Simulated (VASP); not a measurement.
# AlO2 (P4/mmm) in VASP: single point with PBE

Aim: the single point of AlO2 with PBE.

Program: VASP 6.6.1. These are calculated values, not measurements. Logs are shortened: lines on timing, memory, paths and dates and some standing lists are left out, and cuts for length are marked.

## Step 1: The cell of the first run

The structure is tetragonal, space group P4/mmm (No. 123). The conventional cell has a = 2.629 Å, b = 2.629 Å, c = 4.685 Å, α = 90.00°, β = 90.00°, γ = 90.00°. Within 2.5 Å of Al (site symmetry 4/mmm) lie 4 O at 1.86 Å. O (site symmetry 4/mmm) has 6 O at 2.34 to 2.63 Å and 8 Al at 2.99 Å within 3.1 Å. O (site symmetry 4/mmm) has 4 Al at 1.86 Å and 2 O at 2.34 Å within 2.5 Å.

The cell was built from a structure type or drawn by symmetry, and may not be a known phase.

## Step 2: Single point, PBE, collinear spin

The input, INCAR:

```
SYSTEM = AlO2
PREC = Accurate ; ENCUT = 520
EDIFF = 1E-7 ; ISMEAR = 0
SIGMA = 0.1 ; LREAL = .False.
LASPH = .True. ; NELM = 150
ALGO = Normal ; ISIF = 2
LWAVE = .False. ; LCHARG = .False.
ISPIN = 2 ; MAGMOM = 0 1.14 0
LORBIT = 11 ; GGA = PE
NBANDS = 18
```

The input, KPOINTS:

```
regular mesh
0
Gamma
  18 18 10
  0 0 0
```

The input, POSCAR:

```
AlO2
1.0
    2.6288505518      0.0000000000      0.0000000000
    0.0000000000      2.6288505518      0.0000000000
    0.0000000000      0.0000000000      4.6850973839
Al O
1 2
Direct
    0.5000000000      0.5000000000      0.5000000000
    0.0000000000      0.0000000000      0.0000000000
    0.0000000000      0.0000000000      0.5000000000
```

Potentials or basis: VASP PAW PBE potentials, release 64 (Al, O).

Started as:

```
$ cat potpaw_PBE.64/Al/POTCAR potpaw_PBE.64/O/POTCAR > POTCAR
$ mpirun -np 1 vasp_std > vasp.out
```

OUTCAR:

```text
SYSTEM = AlO2
   PREC = Accurate
   ENCUT = 520
   EDIFF = 1E-7
   ISMEAR = 0
   LREAL = .False.
   LASPH = .True.
   NELM = 150
   ISIF = 2
   ISPIN = 2
   LORBIT = 11
   GGA = PE

 ion  position               nearest neighbor table
   1  0.500  0.500  0.500-   3 1.86   3 1.86   3 1.86   3 1.86
   2  0.000  0.000  0.000-
   3  0.000  0.000  0.500-   1 1.86   1 1.86   1 1.86   1 1.86

  LATTYP: Found a simple tetragonal cell.
 ALAT       =     2.6288505518
 C/A-ratio  =     1.7821847578

  Lattice vectors:

 A1 = (   2.6288505518,   0.0000000000,   0.0000000000)
 A2 = (   0.0000000000,   2.6288505518,   0.0000000000)
 A3 = (   0.0000000000,   0.0000000000,   4.6850973839)

Analysis of symmetry for initial positions (statically):
=====================================================================
 Subroutine PRICEL returns:
 Original cell was already a primitive cell.

 Routine SETGRP: Setting up the symmetry group for a
 simple tetragonal supercell.

 Subroutine GETGRP returns: Found 16 space group operations
 (whereof 16 operations were pure point group operations)
 out of a pool of 16 trial point group operations.

The static configuration has the point symmetry D_4h.

Analysis of symmetry for dynamics (positions and initial velocities):
=====================================================================
 Subroutine PRICEL returns:
 Original cell was already a primitive cell.

 Routine SETGRP: Setting up the symmetry group for a
 simple tetragonal supercell.

 Subroutine GETGRP returns: Found 16 space group operations
 (whereof 16 operations were pure point group operations)
 out of a pool of 16 trial point group operations.

The dynamic configuration has the point symmetry D_4h.

Analysis of structural, dynamic, and magnetic symmetry:
=====================================================================
 Subroutine PRICEL returns:
 Original cell was already a primitive cell.

 Routine SETGRP: Setting up the symmetry group for a
 simple tetragonal supercell.

 Subroutine GETGRP returns: Found 16 space group operations
 (whereof 16 operations were pure point group operations)
 out of a pool of 16 trial point group operations.

The overall configuration has the point symmetry D_4h.

 Subroutine INISYM returns: Found 16 space group operations
 (whereof 16 operations are pure point group operations),
 and found     1 'primitive' translations

----------------------------------------------------------------------------------------

                                     Primitive cell

  volume of cell :      32.3780

  direct lattice vectors                    reciprocal lattice vectors
     2.628850552  0.000000000  0.000000000     0.380394389  0.000000000  0.000000000
     0.000000000  2.628850552  0.000000000     0.000000000  0.380394389  0.000000000
     0.000000000  0.000000000  4.685097384     0.000000000  0.000000000  0.213442735

  length of vectors
     2.628850552  2.628850552  4.685097384     0.380394389  0.380394389  0.213442735

  position of ions in fractional coordinates (direct lattice)
     0.500000000  0.500000000  0.500000000
     0.000000000  0.000000000  0.000000000
     0.000000000  0.000000000  0.500000000

  ion indices of the primitive-cell ions
   primitive index   ion index
                 1           1
                 2           2
                 3           3

----------------------------------------------------------------------------------------

 KPOINTS: regular mesh

Automatic generation of k-mesh.
 Grid dimensions read from file:
 generate k-points for:   18   18   10

 Generating k-lattice:

  Cartesian coordinates                     Fractional coordinates (reciprocal lattice)
     0.021133022  0.000000000  0.000000000     0.055555556  0.000000000  0.000000000
     0.000000000  0.021133022  0.000000000     0.000000000  0.055555556  0.000000000
     0.000000000  0.000000000  0.021344274     0.000000000  0.000000000  0.100000000

  Length of vectors
     0.021133022  0.021133022  0.021344274

  Shift w.r.t. Gamma in fractional coordinates (k-lattice)
     0.000000000  0.000000000  0.000000000

 Subroutine IBZKPT returns following result:
 ===========================================

 Found    330 irreducible k-points:

 Following reciprocal coordinates:
            Coordinates               Weight
  0.000000  0.000000  0.000000      1.000000
  0.055556  0.000000  0.000000      4.000000
  0.111111  0.000000  0.000000      4.000000
  0.166667  0.000000  0.000000      4.000000
  0.222222  0.000000  0.000000      4.000000
  0.277778  0.000000  0.000000      4.000000
[... 16 lines left out ...]
  0.277778  0.111111  0.000000      8.000000
  0.333333  0.111111  0.000000      8.000000
 [... further k-points ...]
   k-points           NKPTS =    330   k-points in BZ     NKDIM =    330   number of bands    NBANDS=     18
   number of dos      NEDOS =    301   number of ions     NIONS =      3
   total plane-waves  NPLWV =  14400
   dimension x,y,z NGX =    20 NGY =   20 NGZ =   36
   dimension x,y,z NGXF=    40 NGYF=   40 NGZF=   72
   ions per type =               1   2
   NGX,Y,Z   is equivalent  to a cutoff of  12.65, 12.65, 12.77 a.u.
   NGXF,Y,Z  is equivalent  to a cutoff of  25.30, 25.30, 25.55 a.u.
 SYSTEM =  AlO2
   PREC   = accura    normal or accurate (medium, high low for compatibility)
   ISTART =      0    job   : 0-new  1-cont  2-samecut
   ICHARG =      2    charge: 1-file 2-atom 10-const
   ISPIN  =      2    spin polarized calculation?
   LNONCOLLINEAR =      F non collinear calculations
   LSORBIT =      F    spin-orbit coupling
   LASPH  =      T    aspherical Exc in radial PAW
   ENCUT  =  520.0 eV  38.22 Ry    6.18 a.u.   4.89  4.89  8.71*2*pi/ulx,y,z
   NELM   =    150;   NELMIN=  2; NELMDL= -5     # of ELM steps
   EDIFF  = 0.1E-06   stopping-criterion for ELM
   LREAL  =      F    real-space projection
   EDIFFG = 0.1E-05   stopping-criterion for IOM
   NSW    =      0    number of steps for IOM
   IBRION =     -1    ionic relax: 0-MD 1-quasi-New 2-CG
   NFREE  =      0    steps in history (QN), initial steepest desc. (CG)
   ISIF   =      2    stress and relaxation
   ISYM   =      2    0-nonsym 1-usesym 2-fastsym
   POTIM  = 0.5000    time-step for ionic-motion
   TEBEG  =    0.0;   TEEND  =   0.0 temperature during run
   PSTRESS=    0.0 pullay stress
   NELECT =      15.0000    total number of electrons
   NUPDOWN=      -1.0000    fix difference up-down
   EMIN   =  10.00;   EMAX   =-10.00  energy-range for DOS
   EFERMI =   0.00;   METHOD = LEGACY
   ISMEAR =     0;   SIGMA  =   0.10  broadening in eV -4-tet -1-fermi 0-gaus
   EFERMI_NEDOS =   21; number of points for ismear=-14 and -15
   IALGO  =     38    algorithm
   IMIX   =      4    mixing-type and parameters
     AMIX     =   0.40;   BMIX     =  1.00
     AMIX_MAG =   1.60;   BMIX_MAG =  1.00
  volume/ion in A,a.u.               =      10.79        72.83
  Fermi-wavevector in a.u.,A,eV,Ry     =   1.266743  2.393797 21.832416  1.604637
  Thomas-Fermi vector in A             =   2.399927
   LORBIT       =     11    0 simple, 1 ext, 2 COOP (PROOUT), +10 PAW based schemes
   GGA     = PE    functional components
   LHFCALC =     F    Hartree Fock is set to
   AEXX    =    0.0000 exact exchange contribution
   IVDW    =     0    specifies the selected vdW correction
   LEPSILON=     F    determine dielectric tensor
   LRPA    =     F    only Hartree local field effects (RPA)
 spin polarized calculation
 Gauss-broadening in eV      SIGMA  =   0.10
  energy-cutoff  :      520.00
  volume of cell :       32.38
 maximum number of plane-waves:       900
 NGX is ok and might be reduce to    20
   NGX =  9   NGY =  9   NGZ = 17

 number of electron      14.9999999 magnetization       1.0038505

 Free energy of the ion-electron system (eV)
  ---------------------------------------------------
  ext. energy  EPLUGINS =         0.00000000
  ---------------------------------------------------
  free energy    TOTEN  =       -15.96576570 eV

  energy without entropy =      -15.96142608  energy(sigma->0) =      -15.96359589

 E-fermi :   6.0165     XC(G=0): -10.4904

 val. band max:        6.0148447225   @ k =   0.5000   0.2222   0.4000
 cond. band min:       6.0205520500   @ k =   0.5000   0.1667   0.2000
 fundamental gap:      0.0057073276
 Fermi energy:         6.0164615952

 spin component 1

 k-point     1 :       0.0000    0.0000    0.0000
  band No.  band energies     occupation
      1     -17.7841      1.00000
      2     -11.5866      1.00000
      3      -2.6700      1.00000
      4      -1.0602      1.00000
      5      -1.0602      1.00000
      6       4.7108      1.00000
[... 10 lines left out ...]
     17      23.6153      0.00000
     18      26.0401      0.00000
[... 463 lines left out ...]
 k-point    24 :       0.3333    0.1111    0.0000
  band No.  band energies     occupation
      1     -16.7975      1.00000
      2     -10.9998      1.00000
      3      -4.9489      1.00000
      4      -1.5423      1.00000
      5      -1.5291      1.00000
      6       2.7326      1.00000
[... 10 lines left out ...]
     17      24.9368      0.00000
     18      26.7589      0.00000

 [... further k-points ...]

 spin component 2

 k-point     1 :       0.0000    0.0000    0.0000
  band No.  band energies     occupation
      1     -17.7428      1.00000
      2      -9.9620      1.00000
      3      -2.5235      1.00000
      4      -1.0550      1.00000
      5      -1.0550      1.00000
      6       5.5703      1.00000
[... 10 lines left out ...]
     17      23.6653      0.00000
     18      25.8932      0.00000
[... 463 lines left out ...]
 k-point    24 :       0.3333    0.1111    0.0000
  band No.  band energies     occupation
      1     -16.7475      1.00000
      2      -9.2906      1.00000
      3      -4.9683      1.00000
      4      -1.5255      1.00000
      5      -1.3389      1.00000
      6       4.0495      1.00000
[... 10 lines left out ...]
     17      25.0436      0.00000
     18      26.9842      0.00000

 [... further k-points ...]
[... 5 lines left out ...]
  --------------------------------------------------------------------------------------
  -------------------------------------------------------------------------------------
  Total       -0.0216556     -0.0216556     -0.0204488      0.0000000      0.0000000      0.0000000
  in kB       -1.0715963     -1.0715963     -1.0118786      0.0000000      0.0000000      0.0000000
  external PRESSURE =      -1.0516904 kB  Pullay stress =       0.0000000 kB

 VOLUME and BASIS-vectors are now :
 -----------------------------------------------------------------------------
  energy-cutoff  :      520.00
  volume of cell :       32.38
      direct lattice vectors                 reciprocal lattice vectors
     2.628850552  0.000000000  0.000000000     0.380394389  0.000000000  0.000000000
     0.000000000  2.628850552  0.000000000     0.000000000  0.380394389  0.000000000
     0.000000000  0.000000000  4.685097384     0.000000000  0.000000000  0.213442735

 POSITION                                       TOTAL-FORCE (eV/Angst)
 -----------------------------------------------------------------------------------
      1.31443      1.31443      2.34255         0.000000      0.000000      0.000000
      0.00000      0.00000      0.00000         0.000000      0.000000      0.000000
      0.00000      0.00000      2.34255         0.000000      0.000000      0.000000
 -----------------------------------------------------------------------------------
    total drift:                               -0.000000      0.000000      0.000000

  FREE ENERGIE OF THE ION-ELECTRON SYSTEM (eV)
  ---------------------------------------------------
  free  energy   TOTEN  =       -15.9657656966 eV

  energy  without entropy=      -15.9614260841  energy(sigma->0) =      -15.96359589

 total charge

# of ion       s       p       d       tot
------------------------------------------
    1        0.291   0.341   0.000   0.631
    2        1.613   3.123   0.000   4.736
    3        1.565   3.640   0.000   5.205
--------------------------------------------------
tot          3.469   7.104   0.000  10.573

 magnetization (x)

# of ion       s       p       d       tot
------------------------------------------
    1       -0.012  -0.009   0.000  -0.021
    2        0.009   0.899   0.000   0.909
    3       -0.006   0.037   0.000   0.031
--------------------------------------------------
tot         -0.009   0.928   0.000   0.919
```

It took 5.9 min on 1 thread of Intel Xeon 8259CL, shared host; peak memory 0.36 GiB.

What came out:

```
Free energy                                           : -15.9658 eV
Pressure                                              : -0.1 GPa
Band gap on the k mesh                                : zero (filled and empty bands overlap)
Net moment                                            : 1.00 μB per cell
Site moments                                          : Al -0.02; O +0.91, +0.03 μB
Valence electrons inside the program's atomic spheres : Al 0.63; O 4.74, 5.21
```

Levels at points of the mesh, in eV from the Fermi level:
Spin up:
```csv
k point,band 5,band 6,band 7,band 8,band 9,band 10,band 11,band 12
"(0.00, 0.00, 0.00)",-7.08,-1.31,-0.83,-0.83,-0.31,5.65,5.70,9.42
"(0.50, 0.00, 0.00)",-6.87,-4.04,-0.92,-0.53,2.22,4.97,5.43,11.85
"(0.50, 0.50, 0.00)",-6.15,-3.05,-3.05,-0.61,1.19,6.97,7.05,7.05
"(0.00, 0.00, 0.50)",-7.06,-3.75,-0.88,-0.88,1.12,4.08,5.70,12.87
"(0.50, 0.00, 0.50)",-6.15,-4.51,-2.39,-0.56,3.87,4.56,5.38,10.73
"(0.50, 0.50, 0.50)",-5.24,-3.28,-3.28,-1.74,1.53,5.52,8.35,8.35
```
Spin down:
```
           k point  band 4  band 5  band 6  band 7  band 8  band 9  band 10  band 11
(0.00, 0.00, 0.00)   -7.07   -7.07   -0.45   -0.20    1.09    1.09     5.58     5.73
(0.50, 0.00, 0.00)   -7.02   -6.86   -2.81    0.36    1.45    1.89     4.91     5.49
(0.50, 0.50, 0.00)  -10.79   -5.88   -1.50   -1.50    0.75    0.92     6.51     6.88
(0.00, 0.00, 0.50)   -7.06   -7.06   -3.04    1.02    1.02    1.53     3.97     5.63
(0.50, 0.00, 0.50)   -6.85   -5.98   -3.47   -1.11    1.41    4.13     4.26     5.40
(0.50, 0.50, 0.50)  -10.76   -5.06   -1.80   -1.80   -0.29    1.28     5.11     8.43
```
